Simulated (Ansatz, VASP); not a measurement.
## One calculation of Al, two programs

File POSCAR:

```
Al
1.0
    0.0000000000     -3.1887371512      0.0000000000
   -3.1887371512      0.0000000000      0.0000000000
    0.0000000000      0.0000000000     -3.1887371512
Al
2
Direct
    0.5000000000      0.5000000000      0.4952959434
    0.0000000000      0.0000000000      0.0047040566
```

The input INCAR.step1:

```
SYSTEM = Al
PREC     = Accurate       ! precision mode
ENCUT    = 520            ! plane-wave cutoff, eV
ISMEAR   = 0              ! smearing method
SIGMA    = 0.15           ! smearing width, eV
LREAL    = .FALSE.        ! projectors in reciprocal space
LASPH    = .TRUE.         ! aspherical terms in the spheres
NELM     = 100            ! most SCF steps
NBANDS   = 10             ! bands
GGA      = PE             ! functional
ALGO     = Normal         ! electronic algorithm
EDIFF    = 1E-4           ! SCF threshold, eV
LWAVE    = .TRUE.         ! write WAVECAR
LCHARG   = .FALSE.        ! write CHGCAR
```

Contents of INCAR.step2:

```
SYSTEM = Al
PREC     = Accurate       ! precision mode
ENCUT    = 520            ! plane-wave cutoff, eV
EDIFF    = 1E-6           ! SCF threshold, eV
ISMEAR   = 0              ! smearing method
SIGMA    = 0.15           ! smearing width, eV
LREAL    = .FALSE.        ! projectors in reciprocal space
LASPH    = .TRUE.         ! aspherical terms in the spheres
NELM     = 100            ! most SCF steps
ALGO     = Normal         ! electronic algorithm
ISIF     = 2              ! what is computed and relaxed
LWAVE    = .FALSE.        ! write WAVECAR
LCHARG   = .FALSE.        ! write CHGCAR
METAGGA  = R2SCAN         ! meta-GGA
LMIXTAU  = .TRUE.       
NBANDS   = 10             ! bands
ISTART   = 1
```

File KPOINTS:

```
regular mesh
0
G
  18 18 18
  0 0 0
```

Input for Ansatz:

```yaml
crystal:
  lattice:
    - [0.0, -3.1887371512, 0.0]
    - [-3.1887371512, 0.0, 0.0]
    - [0.0, 0.0, -3.1887371512]
  atoms:
    - { symbol: Al, position: [0.5, 0.5, 0.4952959434] }
    - { symbol: Al, position: [0.0, 0.0, 0.0047040566] }
basis:
  ecutwfc: 500
kpoints:
  mp_grid: { grid: [18, 18, 18] }
hamiltonian:
  xc: r2scan
scf:
  occupations: { method: gaussian, width: 0.15 }
output:
  forces: true
  stress: true
  eigenvalues: true
```

Change from the starting cell: mode 4 (306.8 1/cm) frozen in, largest displacement +0.015 Å.

Alike in both runs: task single point; functional r2SCAN; k mesh 18 × 18 × 18; occupations gaussian, width 0.15 eV; no spin polarisation.

|  | VASP | Ansatz |
| --- | --- | --- |
| version | VASP 6.6.1 | Ansatz 0.2.0 |
| potentials or method | VASP PAW PBE potentials, release 64 (Al), cutoff 520 eV | scalar-relativistic, plane waves, PAW |
| valence electrons in the cell | 6 | 6 |

|  | VASP | Ansatz | Ansatz less VASP |
| --- | --- | --- | --- |
| gap on the k mesh at the Fermi level (eV) | none | none | - |
| pressure (GPa) | -0.4 | 0.0 | +0.31 |
| rms of the force components (eV/Å) | 0.081 | 0.081 | +0.0002 |

VASP's potentials were made for PBE, not for r2SCAN. Atom by atom the forces differ by 0.000 eV/Å (rms over components). A gap of «none» marks a metal or a gap that the smearing closes. With one functional, cell and mesh, what is left measures potentials, basis and numerics.
